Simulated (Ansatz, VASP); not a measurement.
**Ti in VASP and in Ansatz**

Contents of INCAR:

```
SYSTEM = Ti
ALGO     = Normal         ! electronic algorithm
EDIFF    = 1E-8           ! SCF threshold, eV
ENCUT    = 520            ! plane-wave cutoff, eV
GGA      = PE             ! functional
ISIF     = 2              ! what is computed and relaxed
ISMEAR   = -1             ! smearing method
LASPH    = .TRUE.         ! aspherical terms in the spheres
LCHARG   = .FALSE.        ! write CHGCAR
LEFG     = .TRUE.       
LREAL    = .FALSE.        ! projectors in reciprocal space
LWAVE    = .FALSE.        ! write WAVECAR
NBANDS   = 12             ! bands
NELM     = 80             ! most SCF steps
PREC     = Accurate       ! precision mode
SIGMA    = 0.05           ! smearing width, eV
```

File KPOINTS:

```
k-points
0
G
  14 14 14
  0 0 0
```

POSCAR

```
Ti
1.0
    0.0000000000      2.0094935475      2.0094935475
    2.0094935475      0.0000000000      2.0094935475
    2.0094935475      2.0094935475      0.0000000000
Ti
1
Direct
    0.0000000000      0.0000000000      0.0000000000
```

Input for Ansatz:

```yaml
crystal:
  lattice:
    - [0.0, 2.0094935475, 2.0094935475]
    - [2.0094935475, 0.0, 2.0094935475]
    - [2.0094935475, 2.0094935475, 0.0]
  atoms:
    - { symbol: Ti, position: [0.0, 0.0, 0.0] }
kpoints:
  mp_grid: { grid: [14, 14, 14] }
scf:
  occupations: { method: fermi_dirac, width: 0.05 }
hamiltonian:
  xc: pbe
  pseudopotentials: { kind: paw }
output:
  forces: true
  stress: true
  eigenvalues: true
  efg: { contact_densities: true }
```

Change from the starting cell: volume scaled by 0.97, PAW files.

Alike in both runs: task electric field gradients; functional PBE; k mesh 14 × 14 × 14; occupations fermi-dirac, width 0.05 eV; no spin polarisation.

|  | VASP | Ansatz |
| --- | --- | --- |
| version | VASP 6.6.1 | Ansatz 0.2.0 |
| potentials or method | VASP PAW PBE potentials, release 64 (Ti_sv) | PAW with Ansatz's default frozen-core files, scalar-relativistic |
| plane-wave cutoff (eV) | 520 | 420 |
| valence electrons in the cell | 12 | 12 |

|  | VASP | Ansatz | Ansatz less VASP |
| --- | --- | --- | --- |
| pressure (GPa) | 8.0 | 8.3 | +0.38 |

The functional is the same, so the differences come from potentials, cutoffs and numerics.
